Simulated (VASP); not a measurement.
# Lu: relaxation of cell and atoms with PBE

Lu:

```xyz
1
Lattice="0.0000 1.9349 1.9349 1.9349 0.0000 1.9349 1.9349 1.9349 0.0000" Properties=species:S:1:pos:R:3 pbc="T T T"
Lu    0.0000    0.0000    0.0000
```

This isn't the form of Lu at room conditions, which is hcp.

- Program: VASP 6.6.1
- Task: relaxation of cell and atoms
- Functional: PBE
- Potentials or basis: VASP PAW PBE potentials, release 64 (Lu)
- Cutoff: 600 eV
- k mesh: 17 × 17 × 17
- Occupations: fermi-dirac, width 0.05 eV
- Spin: no spin polarisation
- Target pressure: 100 GPa
- Dipole correction: no
- Further INCAR settings: ALGO = Normal; EDIFF = 1e-07; IBRION = 2; EDIFFG = -0.005; NSW = 32; ISIF = 3

| Item | Value |
| --- | --- |
| Relaxed volume | 14.59 Å³/atom |
| Relaxed cell | a = 2.743 Å, b = 2.743 Å, c = 2.743 Å, α = 60.00°, β = 60.00°, γ = 60.00° |
| Space group after relaxing (to 0.1 Å) | Fm-3m (No. 225) |
| Energy change on relaxing (the run minimises the enthalpy) | -64.6 meV/atom |
| Ionic steps | 3 |
| Pressure after relaxing | 100.0 GPa |
| Band gap on the k mesh | zero (an odd number of electrons rules out a gap without spin polarisation) |

Step by step:
| step | energy change (eV) | largest force (eV/Å) | pressure (GPa) | volume (Å³) |
| --- | --- | --- | --- | --- |
| 1 | 0.0000 | 0.0000 | 102.29 | 14.49 |
| 2 | -0.2668 | 0.0000 | 93.02 | 14.93 |
| 3 | -0.0646 | 0.0000 | 99.97 | 14.59 |

Final structure:
```cif
data_structure
_symmetry_space_group_name_H-M 'P 1'
_symmetry_Int_Tables_number 1
_cell_length_a 2.7428
_cell_length_b 2.7428
_cell_length_c 2.7428
_cell_angle_alpha 60.000
_cell_angle_beta 60.000
_cell_angle_gamma 60.000
_cell_volume 14.59
loop_
_atom_site_label
_atom_site_type_symbol
_atom_site_fract_x
_atom_site_fract_y
_atom_site_fract_z
_atom_site_occupancy
Lu1 Lu 0.00000 0.00000 0.00000 1
```

Levels at points of the mesh, in eV from the Fermi level:
```csv
k point,band 8,band 9,band 10,band 11,band 12,band 13,band 14,band 15,band 16
"(0.00, 0.00, 0.00)",-4.73,-4.73,-4.34,-4.34,-4.34,2.67,2.67,2.67,7.73
```

Wall time 120 s on 1 thread of AMD EPYC 9R45 96-Core Processor (Zen 5) (shared host), peak memory 0.17 GiB.

Caveat: the cell is relaxed towards a set pressure, so the run minimises the enthalpy, not the energy; spin-orbit coupling is left out, which moves the levels of the heavy elements.
